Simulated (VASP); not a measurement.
Ho4S:

```
Ho S
1.0
     3.40225    0.00000    0.00000
    -1.70112    2.94643    0.00000
     0.00000    0.00000   10.93986
Ho S
4 1
Direct
  0.33333 0.66667 0.86586
  0.33333 0.66667 0.37680
  0.66667 0.33333 0.13414
  0.66667 0.33333 0.62320
  0.00000 0.00000 0.00000
```

The cell was generated, and may not be a known phase.

- Program: VASP 6.6.1
- Task: relaxation of cell and atoms
- Functional: PBE
- Potentials or basis: VASP PAW PBE potentials, release 64 (Ho_3, S), 4f in core
- Cutoff: 500 eV
- k mesh: 5 × 5 × 2
- Occupations: gaussian, width 0.2 eV
- Spin: no spin polarisation

At the start: pressure 24.4 GPa; volume 21.93 Å³/atom.

Q: Where does the relaxation end?

A: Over 7 steps the energy falls by 427.2 meV/atom and the volume is 28.12 Å³/atom (+28.2 %); space group P-3m1 (No. 164, to 0.1 Å) before and after.

Step by step:
| step | energy change (eV) | largest force (eV/Å) | pressure (GPa) | volume (Å³) |
| --- | --- | --- | --- | --- |
| 1 | 0.0000 | 2.6024 | 24.42 | 109.67 |
| 2 | -1.2294 | 0.4878 | -7.65 | 171.73 |
| 3 | -2.1136 | 0.3019 | -0.29 | 141.70 |
| 4 | -2.1138 | 0.3092 | -0.01 | 141.00 |
| 5 | -2.1245 | 0.2368 | 0.01 | 140.78 |
| 6 | -2.1319 | 0.1168 | 0.06 | 140.40 |
| 7 | -2.1361 | 0.0672 | -0.08 | 140.61 |

Final structure:
```cif
data_structure
_symmetry_space_group_name_H-M 'P 1'
_symmetry_Int_Tables_number 1
_cell_length_a 3.6726
_cell_length_b 3.6726
_cell_length_c 12.0376
_cell_angle_alpha 90.000
_cell_angle_beta 90.000
_cell_angle_gamma 120.000
_cell_volume 140.61
loop_
_atom_site_label
_atom_site_type_symbol
_atom_site_fract_x
_atom_site_fract_y
_atom_site_fract_z
_atom_site_occupancy
Ho1 Ho 0.33333 0.66667 0.85783 1
Ho2 Ho 0.33333 0.66667 0.38284 1
Ho3 Ho 0.66667 0.33333 0.14217 1
Ho4 Ho 0.66667 0.33333 0.61716 1
S1 S 0.00000 0.00000 0.00000 1
```

Caveat: the k points lie up to 0.40 Å⁻¹ apart in the final cell, too coarse for converged energies and pressures of a metal; the volume moved by over 15 % at a fixed basis, so the end points are rough; the run has no spin polarisation, though such a crystal can be magnetic; the relaxation stopped at a loose force limit of 0.08 eV/Å, so its end isn't a converged minimum.
